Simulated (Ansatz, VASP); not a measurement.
# One calculation of AlCu3, two programs

Contents of INCAR:

```
PREC = Accurate
ENCUT = 520
EDIFF = 1E-6
ISMEAR = -1
SIGMA = 0.1
LREAL = False
LASPH = True
NELM = 100
ALGO = Normal
ISIF = 2
LWAVE = False
LCHARG = False
NBANDS = 26
```

KPOINTS

```
Automatic mesh
0
Gamma
  7 7 7
```

POSCAR

```
AlCu3
1.0
    0.0000000000      2.9538839946      2.9538839946
    2.9538839946      0.0000000000      2.9538839946
    2.9538839946      2.9538839946      0.0000000000
Al Cu
1 3
Direct
    0.0000000000      0.0000000000      0.0000000000
    0.5000000000      0.5000000000      0.5000000000
    0.2500000000      0.2500000000      0.2500000000
    0.7500000000      0.7500000000      0.7500000000
```

Input for Ansatz:

```yaml
crystal:
  lattice:
    - [0.0, 2.953883994571151, 2.953883994571151]
    - [2.953883994571151, 0.0, 2.953883994571151]
    - [2.953883994571151, 2.953883994571151, 0.0]
  atoms:
    - { symbol: Al, position: [0.0, 0.0, 0.0] }
    - { symbol: Cu, position: [0.5, 0.5, 0.5] }
    - { symbol: Cu, position: [0.25, 0.25, 0.25] }
    - { symbol: Cu, position: [0.75, 0.75, 0.75] }
basis:
  ecutwfc: 571.4391111657479
kpoints:
  mp_grid:
    grid: [7, 7, 7]
hamiltonian:
  xc: lda
scf:
  occupations:
    method: fermi_dirac
    width: 0.1
output:
  stress: true
```

Alike in both runs: task single point; functional LDA; k mesh 7 × 7 × 7; occupations fermi-dirac, width 0.1 eV; no spin polarisation.

|  | VASP | Ansatz |
| --- | --- | --- |
| version | VASP 6.6.1 | Ansatz 0.2.0 |
| potentials or method | VASP PAW LDA potentials, release 64 (Al, Cu), cutoff 520 eV | plane waves, PAW |
| valence electrons in the cell | 36 | 60 |

```csv
,VASP,Ansatz,Ansatz less VASP
pressure (GPa),-13.4,-14.1,-0.67
```

LDA's correlation is that of Perdew and Zunger in VASP and of Perdew and Wang (1992) in Ansatz. VASP's potentials hold 36 valence electrons a cell and Ansatz's 60, so a difference there can come from the potentials and not from the codes.
